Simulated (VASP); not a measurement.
Input of a VASP 6.6.1 run:

Contents of INCAR:

```
SYSTEM = InSe
PREC     = Accurate       ! precision mode
ENCUT    = 400            ! plane-wave cutoff, eV
EDIFF    = 1E-6           ! SCF threshold, eV
ISMEAR   = 0              ! smearing method
SIGMA    = 0.02           ! smearing width, eV
LREAL    = .FALSE.        ! projectors in reciprocal space
LASPH    = .TRUE.         ! aspherical terms in the spheres
NELM     = 120            ! most SCF steps
ALGO     = Normal         ! electronic algorithm
ISIF     = 2              ! what is computed and relaxed
LWAVE    = .FALSE.        ! write WAVECAR
LCHARG   = .FALSE.        ! write CHGCAR
LDIPOL   = .TRUE.       
IDIPOL   = 3            
DIPOL    = 0.5 0.5 0.500
GGA      = PE             ! functional
IVDW     = 12             ! dispersion correction
NBANDS   = 27             ! bands
GGA_COMPAT= .FALSE.      
NELMDL   = -8
```

File KPOINTS:

```
Automatic mesh
0
G
  6 6 1
  0 0 0
```

POSCAR

```
InSe
1.0
    4.0267050886      0.0000000000      0.0000000000
   -2.0133525443      3.4872289003      0.0000000000
    0.0000000000      0.0000000000     36.7193937229
Se In
2 2
Direct
    0.0000000000      0.0000000000      0.4266543160
    0.0000000000      0.0000000000      0.5733186981
    0.6666666667      0.3333333333      0.4619335473
    0.6666666667      0.3333333333      0.5380395288
```

Potentials or basis: VASP PAW PBE potentials, release 64 (Se, In_d).

Launch:

```sh
$ cat potpaw_PBE.64/Se/POTCAR potpaw_PBE.64/In_d/POTCAR > POTCAR
$ mpirun -np 1 vasp_std > vasp.out
```

Question: Predict the dispersion energy per atom.

Answer: -0.221 eV.

Question: Estimate the band gap on the k mesh.

Answer: 1.62 eV, indirect (least direct gap 1.69 eV).

Forces on the atoms (eV/Å):
```
Se   0.000  0.000 -0.014
Se   0.000  0.000  0.014
In   0.000  0.000  0.013
In   0.000  0.000 -0.013
```

Caveat: spin-orbit coupling is left out, which moves the levels of the heavy elements.
